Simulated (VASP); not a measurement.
# ZrC (Fm-3m) in VASP: vibrations by perturbation theory with LDA

Aim: the vibrations by perturbation theory of ZrC with LDA.

Everything below comes from runs of VASP 6.6.1. Logs are shortened: lines on timing, memory, paths and dates and some standing lists are left out, and cuts for length are marked.

## Step 1: The cell of the first run

The structure is cubic, space group Fm-3m (No. 225). Conventional cell: a = 4.710 Å, b = 4.710 Å, c = 4.710 Å, α = 90.00°, β = 90.00°, γ = 90.00°. Zr (site symmetry m-3m) has 6 C at 2.35 Å within 3.1 Å. C (site symmetry m-3m) has 6 Zr at 2.35 Å within 3.1 Å.

## Step 2: Vibrations by perturbation theory, LDA

INCAR reads:

```
PREC = Accurate
ENCUT = 520
EDIFF = 1E-8
ISMEAR = -1
SIGMA = 0.15
LREAL = F
LASPH = T
NELM = 80
ALGO = Normal
ISIF = 2
LWAVE = F
LCHARG = F
GGA = CA
IBRION = 8
NSW = 1
```

KPOINTS reads:

```
Automatic mesh
0
Gamma
  16 16 16
```

POSCAR reads:

```
ZrC
1.0
    0.0000000000      2.3550000000      2.3550000000
    2.3550000000      0.0000000000      2.3550000000
    2.3550000000      2.3550000000      0.0000000000
Zr C
1 1
Direct
    0.0000000000      0.0000000000      0.0000000000
    0.5000000000      0.5000000000      0.5000000000
```

Potentials or basis: VASP PAW LDA potentials, release 64 (Zr_sv, C).

Launch:

```console
$ cat potpaw_LDA.64/Zr_sv/POTCAR potpaw_LDA.64/C/POTCAR > POTCAR
$ mpirun -np 1 vasp_std > vasp.out
```

OUTCAR:

```text
PREC = Accurate
   ENCUT = 520
   EDIFF = 1E-8
   ISMEAR = -1
   LREAL = F
   LASPH = T
   NELM = 80
   ISIF = 2
   GGA = CA
   IBRION = 8
   NSW = 1

 ion  position               nearest neighbor table
   1  0.000  0.000  0.000-   2 2.35   2 2.35   2 2.35   2 2.35   2 2.35   2 2.35
   2  0.500  0.500  0.500-   1 2.35   1 2.35   1 2.35   1 2.35   1 2.35   1 2.35

  LATTYP: Found a face centered cubic cell.
 ALAT       =     4.7100000000

  Lattice vectors:

 A1 = (   0.0000000000,   2.3550000000,   2.3550000000)
 A2 = (   2.3550000000,   0.0000000000,   2.3550000000)
 A3 = (   2.3550000000,   2.3550000000,   0.0000000000)

Analysis of symmetry for initial positions (statically):
=====================================================================
 Subroutine PRICEL returns:
 Original cell was already a primitive cell.

 Routine SETGRP: Setting up the symmetry group for a
 face centered cubic supercell.

 Subroutine GETGRP returns: Found 48 space group operations
 (whereof 48 operations were pure point group operations)
 out of a pool of 48 trial point group operations.

The static configuration has the point symmetry O_h .

Analysis of symmetry for dynamics (positions and initial velocities):
=====================================================================
 Subroutine PRICEL returns:
 Original cell was already a primitive cell.

 Routine SETGRP: Setting up the symmetry group for a
 face centered cubic supercell.

 Subroutine GETGRP returns: Found 48 space group operations
 (whereof 48 operations were pure point group operations)
 out of a pool of 48 trial point group operations.

The dynamic configuration has the point symmetry O_h .

 Subroutine INISYM returns: Found 48 space group operations
 (whereof 48 operations are pure point group operations),
 and found     1 'primitive' translations

----------------------------------------------------------------------------------------

                                     Primitive cell

  volume of cell :      26.1218

  direct lattice vectors                    reciprocal lattice vectors
     0.000000000  2.355000000  2.355000000    -0.212314225  0.212314225  0.212314225
     2.355000000  0.000000000  2.355000000     0.212314225 -0.212314225  0.212314225
     2.355000000  2.355000000  0.000000000     0.212314225  0.212314225 -0.212314225

  length of vectors
     3.330472939  3.330472939  3.330472939     0.367739025  0.367739025  0.367739025

  position of ions in fractional coordinates (direct lattice)
     0.000000000  0.000000000  0.000000000
     0.500000000  0.500000000  0.500000000

  ion indices of the primitive-cell ions
   primitive index   ion index
                 1           1
                 2           2

----------------------------------------------------------------------------------------

 KPOINTS: Automatic mesh

Automatic generation of k-mesh.
 Grid dimensions read from file:
 generate k-points for:   16   16   16

 Generating k-lattice:

  Cartesian coordinates                     Fractional coordinates (reciprocal lattice)
    -0.013269639  0.013269639  0.013269639     0.062500000  0.000000000  0.000000000
     0.013269639 -0.013269639  0.013269639     0.000000000  0.062500000  0.000000000
     0.013269639  0.013269639 -0.013269639     0.000000000  0.000000000  0.062500000

  Length of vectors
     0.022983689  0.022983689  0.022983689

  Shift w.r.t. Gamma in fractional coordinates (k-lattice)
     0.000000000  0.000000000  0.000000000

 Subroutine IBZKPT returns following result:
 ===========================================
[... 84 lines left out ...]
   NGX = 13   NGY = 13   NGZ = 13

--------------------------------------- Ionic step        1  -------------------------------------------

 number of electron      16.0000000 magnetization

 Free energy of the ion-electron system (eV)
  ---------------------------------------------------
  ext. energy  EPLUGINS =         0.00000000
  ---------------------------------------------------
  free energy    TOTEN  =       -21.25861202 eV

  energy without entropy =      -21.23320456  energy(sigma->0) =      -21.24590829

 E-fermi :   9.3740     XC(G=0): -12.3291

 val. band max:        9.3375402433   @ k =   0.3125   0.2500   0.0000
 cond. band min:       9.3802500337   @ k =   0.4375   0.4375   0.0000
 fundamental gap:      0.0427097905
 Fermi energy:         9.3740454057

 k-point     1 :       0.0000    0.0000    0.0000
  band No.  band energies     occupation
      1     -38.4501      2.00000
      2     -16.3140      2.00000
      3     -16.3140      2.00000
      4     -16.3140      2.00000
      5      -1.7573      2.00000
      6      10.3134      0.00381
      7      10.3134      0.00381
      8      10.3134      0.00381
      9      10.4086      0.00202
     10      10.4086      0.00202
     11      10.4086      0.00202
     12      12.1534      0.00000
[... 331 lines left out ...]
 k-point    24 :      -0.0625    0.0625    0.0000
  band No.  band energies     occupation
      1     -38.4400      2.00000
      2     -16.3972      2.00000
      3     -16.3361      2.00000
      4     -16.3157      2.00000
      5      -1.5230      2.00000
      6       8.9843      1.86146
      7       9.1989      1.52548
      8       9.3209      1.17543
      9      10.5508      0.00078
     10      11.1828      0.00001
     11      11.2824      0.00001
     12      12.7790      0.00000

 [... further k-points ...]

------------------------ aborting loop because EDIFF is reached ----------------------------------------

  FORCE on cell =-STRESS in cart. coord.  units (eV):
  Direction    XX          YY          ZZ          XY          YZ          ZX
  --------------------------------------------------------------------------------------
  -------------------------------------------------------------------------------------
  Total       -1.5171766     -1.5171766     -1.5171766     -0.0000000      0.0000000      0.0000000
  in kB      -93.0559176    -93.0559176    -93.0559176     -0.0000000      0.0000000      0.0000000
  external PRESSURE =     -93.0559176 kB  Pullay stress =       0.0000000 kB

 VOLUME and BASIS-vectors are now :
 -----------------------------------------------------------------------------
  energy-cutoff  :      520.00
  volume of cell :       26.12
      direct lattice vectors                 reciprocal lattice vectors
     0.000000000  2.355000000  2.355000000    -0.212314225  0.212314225  0.212314225
     2.355000000  0.000000000  2.355000000     0.212314225 -0.212314225  0.212314225
     2.355000000  2.355000000  0.000000000     0.212314225  0.212314225 -0.212314225

 POSITION                                       TOTAL-FORCE (eV/Angst)
 -----------------------------------------------------------------------------------
      0.00000      0.00000      0.00000        -0.000000     -0.000000     -0.000000
      2.35500      2.35500      2.35500         0.000000      0.000000      0.000000
 -----------------------------------------------------------------------------------
    total drift:                                0.000000      0.000000      0.000000

  FREE ENERGIE OF THE ION-ELECTRON SYSTEM (eV)
  ---------------------------------------------------
  free  energy   TOTEN  =       -21.2586120171 eV

  energy  without entropy=      -21.2332045630  energy(sigma->0) =      -21.24590829

[... ionic steps 2 to 3 ...]

--------------------------------------- Ionic step        4  -------------------------------------------

------------------------ aborting loop because EDIFF is reached ----------------------------------------

[... ionic steps 5 to 6 ...]

--------------------------------------- Ionic step        7  -------------------------------------------

 Free energy of the ion-electron system (eV)
  ---------------------------------------------------
  ---------------------------------------------------
  free energy    TOTEN  =        -0.11776600 eV

  energy without entropy =       -0.11776600

------------------------ aborting loop because EDIFF is reached ----------------------------------------

 INTERNAL STRAIN TENSOR  FOR ION    2  DIRECTION 1   (eV/Angst):
 -----------------------------------------------------------------------------
     0.00361  0.00000  0.00000
    -0.00000 -0.00270 -0.00000
     0.00000 -0.00000 -0.00270

 INTERNAL STRAIN TENSOR FOR ION    2 for displacements in x,y,z  (eV/Angst):
          X           Y           Z          XY          YZ          ZX
  --------------------------------------------------------------------------------
  x     0.00000     0.00000     0.00000     0.00000     0.00000     0.00000
  y     0.00000     0.00000     0.00000     0.00000     0.00000     0.00000
  z     0.00000     0.00000     0.00000     0.00000     0.00000     0.00000

 SECOND DERIVATIVES (NOT SYMMETRIZED)
 ------------------------------------
               1X          1Y          1Z          2X          2Y          2Z
  1X    -6.680185    0.000000    0.000000    6.680185    0.000000    0.000000
  1Y     0.000000   -6.680185    0.000000    0.000000    6.680185    0.000000
  1Z     0.000000    0.000000   -6.680185    0.000000    0.000000    6.680185
  2X     6.674135    0.000000    0.000000   -6.674135    0.000000    0.000000
  2Y     0.000000    6.674135    0.000000    0.000000   -6.674135    0.000000
  2Z     0.000000    0.000000    6.674135    0.000000    0.000000   -6.674135

 Eigenvectors and eigenvalues of the dynamical matrix
 ----------------------------------------------------

   1 f  =   12.397682 THz    77.896931 2PiTHz  413.542145 cm-1    51.272668 meV
             X         Y         Z           dx          dy          dz
      0.000000  0.000000  0.000000     0.341232   -0.000000    0.000000
      2.355000  2.355000  2.355000    -0.939979   -0.000000    0.000000
[... 21 lines left out ...]
   6 f/i=    0.001801 THz     0.011319 2PiTHz    0.060089 cm-1     0.007450 meV
             X         Y         Z           dx          dy          dz
      0.000000  0.000000  0.000000    -0.764779    0.518135    0.173808
      2.355000  2.355000  2.355000    -0.277631    0.188094    0.063096

--------------------------------------------------------------------------------------------------------

 ELASTIC MODULI CONTR FROM IONIC RELAXATION (kBar)
 Direction    XX          YY          ZZ          XY          YZ          ZX
 --------------------------------------------------------------------------------
 XX           0.0000      0.0000      0.0000      0.0000      0.0000      0.0000
 YY           0.0000      0.0000      0.0000      0.0000      0.0000      0.0000
 ZZ           0.0000      0.0000      0.0000      0.0000      0.0000      0.0000
 XY           0.0000      0.0000      0.0000      0.0000      0.0000      0.0000
 YZ           0.0000      0.0000      0.0000      0.0000      0.0000      0.0000
 ZX           0.0000      0.0000      0.0000      0.0000      0.0000      0.0000
 --------------------------------------------------------------------------------
```

Wall time 22 min (1 thread of Intel Xeon 8259CL, shared host); peak memory 0.37 GiB.

Results:

| Property | Result |
| --- | --- |
| Highest phonon frequency at Γ | 414 cm⁻¹ |

Phonon frequencies in cm⁻¹ (negative: imaginary):
```tsv
q point	frequencies
(0.000, 0.000, 0.000)	0 0 0 414 414 414
```

Caveat: the cell stands under pressure or tension, which shifts response properties.
